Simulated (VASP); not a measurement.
A run of VASP 6.6.1:

File INCAR:

```
SYSTEM = Cu
  ALGO = Normal
  EDIFF = 1E-6
  ENCUT = 520
  GGA = PE
  ISIF = 2
  ISMEAR = 0
  LASPH = .True.
  LCHARG = .False.
  LREAL = .False.
  LWAVE = .False.
  NBANDS = 12
  NELM = 60
  PREC = Accurate
  SIGMA = 0.1
```

KPOINTS

```
k-points
0
Gamma
  20 20 20
  0 0 0
```

Contents of POSCAR:

```
Cu
1.0
   -1.4877049018      1.4877049018      1.3880064143
    1.4877049018     -1.4877049018      1.3880064143
    1.4877049018      1.4877049018     -1.3880064143
Cu
1
Direct
    0.0000000000      0.0000000000      0.0000000000
```

Potentials or basis: VASP PAW PBE potentials, release 64 (Cu).

The run is started by

```bash
$ cat potpaw_PBE.64/Cu/POTCAR > POTCAR
$ mpirun -np 1 vasp_std > vasp.out
```

Hardware: 1 thread of Intel Xeon 8259CL, with other jobs on the host.

Task: Estimate the wall time of this run.

Result: Run time: 98 s on 1 thread of Intel Xeon 8259CL, on a shared host, peak memory 0.21 GiB. Counts: scf iterations 11, k points 641.
